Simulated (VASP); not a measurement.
Runs of VASP 6.6.1 on Cd3AsN. The structure is that of space group Pm-3m (No. 221), or close to it. The cells are those of the table. 

```tsv
cell	gap on the mesh (eV)	pressure (GPa)
a = 4.469 Å, 5 atoms	none	3.1
a = 4.503 Å, 5 atoms	none	0.7
a = 4.723 Å, 5 atoms	none	-8.9
a = 4.900 Å, 5 atoms	none	(a)
```

Alike in all rows: task single point; level PBEsol; potentials or basis VASP PAW PBE potentials, release 64 (As, N, Cd); no spin polarisation; k mesh 4 × 4 × 4; cutoff (eV) 600; smearing gaussian 0.05 eV.

Question: Fill in the values left out.

Answer: (a) -12.3.

Caveats: the PAW data sets were made with another functional, which shifts forces and pressure a little; the cell stands under tension (at least some runs); semilocal functionals underestimate gaps, and a narrow one can read as zero (at least some runs); the cell stands under pressure (at least some runs).

A k mesh can miss the band edges, and the runs leave out spin-orbit coupling on As, Cd.

A gap of «none» marks levels without a gap at the run's occupations.
